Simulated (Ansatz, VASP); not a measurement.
Given: the input of a run of Ansatz 0.2.0 on MgB2.

File input.yaml:

```yaml
crystal:
  lattice:
    - [3.1455055572, 0.0, 0.0]
    - [-1.5727527786, 2.7240877203, 0.0]
    - [0.0, 0.0, 3.5920959734]
  atoms:
    - { symbol: Mg, position: [0.0, 0.0, 0.0] }
    - { symbol: B, position: [0.6666666667, 0.3333333333, 0.5] }
    - { symbol: B, position: [0.3333333333, 0.6666666667, 0.5] }
hamiltonian:
  xc: r2scan
  pseudopotentials: { kind: paw }
kpoints:
  mp_grid: { grid: [10, 10, 8] }
scf:
  occupations: { method: fermi_dirac, width: 0.05 }
output:
  forces: true
  stress: true
  eigenvalues: true
```

Potentials or basis: Ansatz PAW.

Run with:

```console
$ ansatz run input.yaml --threads 2 --pin off --max-ram 5632MiB --backend cpu --events-out ev --progress --plain --runs-dir out
```

Problem. Translate it to VASP 6.6.1. Potentials there: VASP PAW PBE potentials, release 64 (Mg_sv, B).

Solution. As run (the cutoff follows the program's own potentials):

File POSCAR:

```
MgB2
1.0
    3.1455055572      0.0000000000      0.0000000000
   -1.5727527786      2.7240877203      0.0000000000
    0.0000000000      0.0000000000      3.5920959734
Mg B
1 2
Direct
    0.0000000000      0.0000000000      0.0000000000
    0.6666666667      0.3333333333      0.5000000000
    0.3333333333      0.6666666667      0.5000000000
```

INCAR.step1

```
SYSTEM = MgB2
PREC     = Accurate       ! precision mode
ENCUT    = 660            ! plane-wave cutoff, eV
ISMEAR   = -1             ! smearing method
SIGMA    = 0.05           ! smearing width, eV
LREAL    = .False.        ! projectors in reciprocal space
LASPH    = .True.         ! aspherical terms in the spheres
NELM     = 120            ! most SCF steps
NBANDS   = 15             ! bands
GGA      = PE             ! functional
ALGO     = Normal         ! electronic algorithm
EDIFF    = 1E-5           ! SCF threshold, eV
LWAVE    = .True.         ! write WAVECAR
LCHARG   = .False.        ! write CHGCAR
GGA_COMPAT= .False.
```

Contents of INCAR.step2:

```
SYSTEM = MgB2
PREC     = Accurate       ! precision mode
ENCUT    = 660            ! plane-wave cutoff, eV
EDIFF    = 1E-6           ! SCF threshold, eV
ISMEAR   = -1             ! smearing method
SIGMA    = 0.05           ! smearing width, eV
LREAL    = .False.        ! projectors in reciprocal space
LASPH    = .True.         ! aspherical terms in the spheres
NELM     = 120            ! most SCF steps
ALGO     = Normal         ! electronic algorithm
ISIF     = 2              ! what is computed and relaxed
LWAVE    = .False.        ! write WAVECAR
LCHARG   = .False.        ! write CHGCAR
METAGGA  = R2SCAN         ! meta-GGA
LMIXTAU  = .True.       
NBANDS   = 15             ! bands
ISTART   = 1            
GGA_COMPAT= .False.
```

KPOINTS

```
Automatic mesh
0
Gamma
  10 10 8
  0 0 0
```

Potentials or basis: VASP PAW PBE potentials, release 64 (Mg_sv, B).

Launch:

```bash
$ cat potpaw_PBE.64/Mg_sv/POTCAR potpaw_PBE.64/B/POTCAR > POTCAR
$ cp INCAR.step1 INCAR
$ mpirun -np 1 vasp_std > vasp.out
$ cp INCAR.step2 INCAR
$ mpirun -np 1 vasp_std > vasp.out
```

Both were run:

|  | VASP | Ansatz | Ansatz less VASP |
| --- | --- | --- | --- |
| gap on the k mesh at the Fermi level (eV) | none | none | - |
| pressure (GPa) | -10.3 | -9.9 | +0.33 |
| traceless stress, the component that is largest in VASP (GPa) | 2.31 | 2.18 | -0.125 |

VASP's potentials were made for PBE, not for r2SCAN. A gap of «none» marks a metal or a gap that the smearing closes.
